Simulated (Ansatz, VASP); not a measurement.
# Two plane-wave programs on SbS2

```
CELL_PARAMETERS angstrom
3.01561 0.00000 0.00000
-1.50780 2.61159 0.00000
0.00000 0.00000 16.25190
ATOMIC_POSITIONS crystal
Sb 0.33333 0.66667 0.00000
S 0.66667 0.33333 0.90758
S 0.66667 0.33333 0.09242
```

Alike in both runs: task relaxation of cell and atoms; functional PBEsol; k mesh 6 × 6 × 2; occupations gaussian, width 0.1 eV; no spin polarisation.

|  | VASP | Ansatz |
| --- | --- | --- |
| version | VASP 6.6.1 | Ansatz 0.2.0 |
| potentials or method | VASP PAW PBE potentials, release 64 (Sb_d_GW, S), cutoff 500 eV | scalar-relativistic, plane waves, PAW |
| valence electrons in the cell | 27 | 27 |

VASP gave:

- gap on the k mesh at the Fermi level, each at its own relaxed structure (eV): none
- relaxed volume (Å³/atom): 61.77
- relaxed length of the cell vector where the two differ most in proportion (Å): 16.710

**Question.** Which values does Ansatz return?

**Answer.** gap on the k mesh at the Fermi level, each at its own relaxed structure (eV): none; relaxed volume (Å³/atom): 60.18; relaxed length of the cell vector where the two differ most in proportion (Å): 16.543.

VASP's potentials were made for PBE, not for PBEsol. A gap of «none» marks a metal or a gap that the smearing closes.

The k mesh is coarse, so the values compare programs but aren't converged. Neither program's run includes spin-orbit coupling. Noted on VASP's run: the volume moved by over 15 % at a fixed basis, so the end points are rough.
